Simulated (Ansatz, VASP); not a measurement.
# One calculation of AlAs, two programs

```
CELL_PARAMETERS angstrom
0.00000 2.83731 2.83731
2.83731 0.00000 2.83731
2.83731 2.83731 0.00000
ATOMIC_POSITIONS crystal
Al 0.00000 0.00000 0.00000
As 0.25000 0.25000 0.25000
```

Alike in both runs: functional PBEsol; k mesh 8 × 8 × 8; occupations gaussian, width 0.02 eV; no spin polarisation.

Ansatz relaxed the structure, and its values are those at the end. VASP's run is a single point on that final structure, the one shown.

```csv
,VASP,Ansatz
version,VASP 6.6.1,Ansatz 0.2.0
potentials or method,"VASP PAW PBE potentials, release 64 (Al, As), cutoff 500 eV","scalar-relativistic, plane waves, PAW"
valence electrons in the cell,8,18
```

```csv
,VASP,Ansatz,Ansatz less VASP
gap on the k mesh at the Fermi level (eV),1.33,1.34,+0.011
least direct gap on the mesh (eV),1.92,1.91,-0.017
pressure (GPa),0.3,0.0,-0.27
```

VASP's potentials were made for PBE, not for PBEsol. VASP's potentials hold 8 valence electrons a cell and Ansatz's 18, so a difference there can come from the potentials and not from the codes.
